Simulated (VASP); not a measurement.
# SrTiO3 (P1) in VASP: single point with r2SCAN

Aim: the single point of SrTiO3 with r2SCAN.

Everything below comes from runs of VASP 6.6.1. Logs are shortened: lines on timing, memory, paths and dates and some standing lists are left out, and cuts for length are marked.

## 1. The cell of the first run

The typed cell holds 5 atoms: a = 3.961 Å, b = 3.991 Å, c = 3.901 Å, α = 88.67°, β = 91.18°, γ = 90.42°.

## 2. Single point, r2SCAN, collinear spin, zero start

The input, POSCAR:

```
SrTiO3
1.0
    3.9609240000     -0.0143840000     -0.0403910000
   -0.0143840000      3.9905900000      0.0458410000
   -0.0403910000      0.0458410000      3.9001590000
Sr Ti O
1 1 3
Direct
    0.4978140000      0.4836410000      0.5147080000
    0.0127380000      0.0110160000      0.0016190000
    0.5067500000      0.0173140000      0.9780070000
    0.9755840000      0.4871490000      0.0050100000
    0.9845310000      0.0299750000      0.5065310000
```

The input, INCAR.step1:

```
SYSTEM = SrTiO3
  PREC = Accurate
  ENCUT = 520
  ISMEAR = 0
  SIGMA = 0.0335
  LREAL = .FALSE.
  LASPH = .TRUE.
  NELM = 150
  ISPIN = 2
  MAGMOM = 0 0 0 0 0
  LMAXMIX = 4
  NBANDS = 32
  GGA = PE
  ALGO = Normal
  EDIFF = 1E-4
  LWAVE = .TRUE.
  LCHARG = .FALSE.
```

The input, INCAR.step2:

```
SYSTEM = SrTiO3
  PREC = Accurate
  ENCUT = 520
  EDIFF = 1E-6
  ISMEAR = 0
  SIGMA = 0.0335
  LREAL = .FALSE.
  LASPH = .TRUE.
  NELM = 150
  ALGO = Normal
  ISIF = 2
  LWAVE = .FALSE.
  LCHARG = .FALSE.
  ISPIN = 2
  MAGMOM = 0 0 0 0 0
  LORBIT = 11
  LMAXMIX = 4
  METAGGA = R2SCAN
  LMIXTAU = .TRUE.
  NBANDS = 32
  ISTART = 1
```

The input, KPOINTS:

```
Automatic mesh
0
Gamma
  5 5 5
  0 0 0.5
```

Potentials or basis: VASP PAW PBE potentials, release 64 (Sr_sv, Ti_sv, O).

Started as:

```bash
> cat potpaw_PBE.64/Sr_sv/POTCAR potpaw_PBE.64/Ti_sv/POTCAR potpaw_PBE.64/O/POTCAR > POTCAR
> cp INCAR.step1 INCAR
> mpirun -np 1 vasp_std > vasp.out
> cp INCAR.step2 INCAR
> mpirun -np 1 vasp_std > vasp.out
```

OUTCAR:

```text
SYSTEM = SrTiO3
   PREC = Accurate
   ENCUT = 520
   EDIFF = 1E-6
   ISMEAR = 0
   LREAL = .FALSE.
   LASPH = .TRUE.
   NELM = 150
   ISIF = 2
   ISPIN = 2
   LORBIT = 11
   METAGGA = R2SCAN
   ISTART = 1

 ion  position               nearest neighbor table
   1  0.498  0.484  0.515-   3 2.56   5 2.66   4 2.66   5 2.71   4 2.77   3 2.82   3 2.83   4 2.84
                             4 2.85   5 2.90   3 2.95   5 2.99   2 3.28   2 3.32   2 3.35   2 3.44
   2  0.013  0.011  0.002-   4 1.91   5 1.93   3 1.96   5 1.98   3 2.00   4 2.09   1 3.28   1 3.32
                             1 3.35   1 3.44   1 3.48   1 3.48   1 3.49   1 3.54
   3  0.507  0.017  0.978-   2 1.96   2 2.00   1 2.56   1 2.82   1 2.83   1 2.95
   4  0.976  0.487  0.005-   2 1.91   2 2.09   1 2.66   1 2.77   1 2.84   1 2.85
   5  0.985  0.030  0.507-   2 1.93   2 1.98   1 2.66   1 2.71   1 2.90   1 2.99

  LATTYP: Found a triclinic cell.
 ALAT       =     3.9006375191
 B/A-ratio  =     1.4398246082
 C/A-ratio  =     1.7517415666
 COS(alpha) =     0.0000714716
 COS(beta)  =     0.5725159951
 COS(gamma) =     0.7090530686

  Lattice vectors:

 A1 = (   0.0403910000,  -0.0458410000,  -3.9001590000)
 A2 = (   4.0013150000,  -0.0602250000,  -3.9405500000)
 A3 = (  -3.9061490000,  -4.0220470000,  -3.9056090000)

Analysis of symmetry for initial positions (statically):
=====================================================================
 Subroutine PRICEL returns:
 Original cell was already a primitive cell.

 Routine SETGRP: Setting up the symmetry group for a
 triclinic supercell.

 Subroutine GETGRP returns: Found  1 space group operations
 (whereof  1 operations were pure point group operations)
 out of a pool of  2 trial point group operations.

The static configuration has the point symmetry C_1 .

Analysis of symmetry for dynamics (positions and initial velocities):
=====================================================================
 Subroutine PRICEL returns:
 Original cell was already a primitive cell.

 Routine SETGRP: Setting up the symmetry group for a
 triclinic supercell.

 Subroutine GETGRP returns: Found  1 space group operations
 (whereof  1 operations were pure point group operations)
 out of a pool of  2 trial point group operations.

The dynamic configuration has the point symmetry C_1 .

Analysis of structural, dynamic, and magnetic symmetry:
=====================================================================
 Subroutine PRICEL returns:
[... 145 lines left out ...]
   LRPA    =     F    only Hartree local field effects (RPA)
 spin polarized calculation
 Gauss-broadening in eV      SIGMA  =   0.03
  energy-cutoff  :      520.00
  volume of cell :       61.63
 maximum number of plane-waves:      1686
 NGX is ok and might be reduce to    30
   NGX = 15   NGY = 15   NGZ = 15

 number of electron      39.9999994 magnetization       0.0000000

 number of electron      39.9999994 magnetization      -0.0000000

 Free energy of the ion-electron system (eV)
  ---------------------------------------------------
  ext. energy  EPLUGINS =         0.00000000
  ---------------------------------------------------
  free energy    TOTEN  =       -63.04975937 eV

  energy without entropy =      -63.04975937  energy(sigma->0) =      -63.04975937

 E-fermi :   3.8493     XC(G=0): -11.7279

 val. band max:        3.5207853985   @ k =  -0.4000   0.4000   0.5000
 cond. band min:       5.9250189097   @ k =   0.0000   0.0000   0.1000
 fundamental gap:      2.4042335112
 Fermi energy:         3.8493277877

 spin component 1

 k-point     1 :       0.0000    0.0000    0.1000
  band No.  band energies     occupation
      1     -55.2406      1.00000
      2     -30.4542      1.00000
      3     -30.4243      1.00000
      4     -30.4062      1.00000
      5     -30.3306      1.00000
      6     -14.7567      1.00000
[... 829 lines left out ...]
     31      14.4488      0.00000
     32      17.0634      0.00000

 [... further k-points ...]

 spin component 2

 k-point     1 :       0.0000    0.0000    0.1000
  band No.  band energies     occupation
      1     -55.2406      1.00000
      2     -30.4542      1.00000
      3     -30.4243      1.00000
      4     -30.4062      1.00000
      5     -30.3306      1.00000
      6     -14.7567      1.00000
[... 829 lines left out ...]
     31      14.4488      0.00000
     32      17.0634      0.00000

 [... further k-points ...]

------------------------ aborting loop because EDIFF is reached ----------------------------------------

  FORCE on cell =-STRESS in cart. coord.  units (eV):
  Direction    XX          YY          ZZ          XY          YZ          ZX
  --------------------------------------------------------------------------------------
  -------------------------------------------------------------------------------------
  Total       -1.8174541     -1.8345584     -0.2900421      0.4602568     -1.2107711      0.9287308
  in kB      -47.2463124    -47.6909554     -7.5398992     11.9647784    -31.4750580     24.1431724
  external PRESSURE =     -34.1590557 kB  Pullay stress =       0.0000000 kB

 VOLUME and BASIS-vectors are now :
 -----------------------------------------------------------------------------
  energy-cutoff  :      520.00
  volume of cell :       61.63
      direct lattice vectors                 reciprocal lattice vectors
     3.960924000 -0.014384000 -0.040391000     0.252496100  0.000880198  0.002604566
    -0.014384000  3.990590000  0.045841000     0.000880198  0.250626419 -0.002936653
    -0.040391000  0.045841000  3.900159000     0.002604566 -0.002936653  0.256461293

 POSITION                                       TOTAL-FORCE (eV/Angst)
 -----------------------------------------------------------------------------------
      1.94406      1.94645      2.00951         0.261468      0.314414     -0.219043
      0.05023      0.04385      0.00630        -0.277497     -0.014533      0.038487
      1.96745      0.10664      3.79471        -1.209879     -0.699501      0.586619
      3.85700      1.93021      0.00247         0.709089      1.223864      0.070621
      3.87876      0.12868      1.93716         0.516820     -0.824244     -0.476685
 -----------------------------------------------------------------------------------
    total drift:                                0.001880      0.000163     -0.008629

  FREE ENERGIE OF THE ION-ELECTRON SYSTEM (eV)
  ---------------------------------------------------
  free  energy   TOTEN  =       -63.0497593655 eV

  energy  without entropy=      -63.0497593655  energy(sigma->0) =      -63.04975937

 total charge

# of ion       s       p       d       tot
------------------------------------------
    1        1.998   5.881   0.184   8.063
    2        2.218   6.292   1.669  10.179
    3        1.567   3.505   0.000   5.073
    4        1.566   3.501   0.000   5.067
    5        1.570   3.513   0.000   5.083
--------------------------------------------------
tot          8.919  22.693   1.853  33.465

 magnetization (x)

# of ion       s       p       d       tot
------------------------------------------
    1        0.000   0.000  -0.000   0.000
    2        0.000   0.000  -0.000   0.000
    3       -0.000  -0.000   0.000  -0.000
    4        0.000  -0.000   0.000  -0.000
    5       -0.000  -0.000   0.000  -0.000
--------------------------------------------------
tot          0.000  -0.000  -0.000  -0.000
```

OUTCAR.step1:

```text
SYSTEM = SrTiO3
   PREC = Accurate
   ENCUT = 520
   ISMEAR = 0
   LREAL = .FALSE.
   LASPH = .TRUE.
[... 1943 lines left out ...]
      1.96745      0.10664      3.79471        -1.173956     -0.675310      0.541428
      3.85700      1.93021      0.00247         0.646304      1.197382      0.075784
      3.87876      0.12868      1.93716         0.471042     -0.782986     -0.469681
 -----------------------------------------------------------------------------------
    total drift:                                0.000117      0.000129      0.000222

  FREE ENERGIE OF THE ION-ELECTRON SYSTEM (eV)
  ---------------------------------------------------
  free  energy   TOTEN  =       -39.8630544742 eV

  energy  without entropy=      -39.8630544742  energy(sigma->0) =      -39.86305447
```

OSZICAR.step1:

```text
N       E                     dE             d eps       ncg     rms          rms(c)
DAV:   1     0.394899814322E+03    0.39490E+03   -0.19899E+04  8064   0.135E+03
DAV:   2    -0.119898163903E+02   -0.40689E+03   -0.38102E+03  9032   0.389E+02
DAV:   3    -0.483297777577E+02   -0.36340E+02   -0.35920E+02 10248   0.117E+02
DAV:   4    -0.503880491843E+02   -0.20583E+01   -0.20532E+01 12528   0.227E+01
DAV:   5    -0.504233152454E+02   -0.35266E-01   -0.35264E-01 10152   0.270E+00    0.267E+01
DAV:   6    -0.402951685174E+02    0.10128E+02   -0.36648E+01 10544   0.568E+01    0.151E+01
DAV:   7    -0.400011583530E+02    0.29401E+00   -0.64369E+00  9544   0.207E+01    0.110E+01
DAV:   8    -0.399640156323E+02    0.37143E-01   -0.14958E+00  9688   0.123E+01    0.331E+00
DAV:   9    -0.398859633062E+02    0.78052E-01   -0.31730E-01 11072   0.463E+00    0.168E+00
DAV:  10    -0.398643314833E+02    0.21632E-01   -0.48857E-02 10336   0.211E+00    0.446E-01
DAV:  11    -0.398629618928E+02    0.13696E-02   -0.97786E-03 11336   0.883E-01    0.103E-01
DAV:  12    -0.398629919651E+02   -0.30072E-04   -0.11074E-03  9296   0.319E-01    0.996E-02
DAV:  13    -0.398630544742E+02   -0.62509E-04   -0.10706E-04  7816   0.121E-01
   1 F= -.39863054E+02 E0= -.39863054E+02  d E =-.442782E-43  mag=     0.0000
```

It took 8.8 min on 1 thread of AMD EPYC 9R14 (Zen 4), shared host; peak memory 0.3 GiB.

Results:

- Free energy: -63.0498 eV
- Pressure: -3.4 GPa
- Largest force: 1.516 eV/Å
- Band gap on the k mesh: 2.40 eV (least direct gap 2.83 eV)
- Net moment: 0.00 μB per cell
- Valence electrons inside the program's atomic spheres: Sr 8.06; Ti 10.18; O 5.07, 5.08 (each value once)

Forces on the atoms (eV/Å):
```
Sr   0.261  0.314 -0.219
Ti  -0.277 -0.015  0.038
O   -1.210 -0.700  0.587
O    0.709  1.224  0.071
O    0.517 -0.824 -0.477
```

Stress tensor (GPa, compression positive):
```
-4.72  1.20  2.41
 1.20 -4.77 -3.15
 2.41 -3.15 -0.75
```

Levels at points of the mesh, in eV from the valence-band top:
Spin up:
| k point | band 16 | band 17 | band 18 | band 19 | band 20 | band 21 | band 22 | band 23 | band 24 | band 25 |
| --- | --- | --- | --- | --- | --- | --- | --- | --- | --- | --- |
| (0.00, 0.00, 0.50) | -2.36 | -2.24 | -1.60 | -0.87 | -0.71 | 2.58 | 4.05 | 4.14 | 4.44 | 6.64 |
Spin down:
```tsv
k point	band 17	band 18	band 19	band 20	band 21	band 22	band 23	band 24
(0.00, 0.00, 0.50)	-2.24	-1.60	-0.87	-0.71	2.58	4.05	4.14	4.44
```

Caveat: the cell stands under tension; the PAW data sets were made with another functional, which shifts forces and pressure a little; a shifted mesh leaves out Γ, where band edges can lie. A k mesh can miss the band edges.
